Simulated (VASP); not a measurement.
Input of a VASP 6.6.1 run:

Contents of INCAR:

```
SYSTEM = SnO2
PREC = Accurate
ENCUT = 520
EDIFF = 1E-7
ISMEAR = 0
SIGMA = 0.05
LREAL = .False.
LASPH = .True.
NELM = 100
ALGO = Normal
ISIF = 2
LWAVE = .False.
LCHARG = .True.
LELF = .True.
LVHAR = .True.
NBANDS = 35
```

KPOINTS

```
Automatic mesh
0
Gamma
  6 6 8
  0 0 0
```

The input POSCAR:

```
SnO2
1.0
    4.7222897775      0.0000000000      0.0000000000
    0.0000000000      4.7228698889      0.0000000000
    0.0000000000      0.0000000000      3.1904047622
Sn O
2 4
Direct
    0.5000000000      0.5000000000      0.5000000000
    0.0000000000      0.0000000000      0.0000000000
    0.3059833077      0.3061758397      0.0000000000
    0.8059833077      0.1938241603      0.5000000000
    0.1940166923      0.8061758397      0.5000000000
    0.6940166923      0.6938241603      0.0000000000
```

Potentials or basis: VASP PAW LDA potentials, release 64 (Sn_d, O).

Command:

```bash
$ cat potpaw_LDA.64/Sn_d/POTCAR potpaw_LDA.64/O/POTCAR > POTCAR
$ mpirun -np 1 vasp_std > vasp.out
```

Predict the largest force.

0.023 eV/Å.

Predict the pressure.

1.1 GPa.

Estimate the band gap on the k mesh.

1.20 eV.

Stress tensor (GPa, compression positive):
```
0.90 0.00 0.00
0.00 0.90 0.00
0.00 0.00 1.37
```

Caveat: spin-orbit coupling is left out, which moves the levels of the heavy elements.
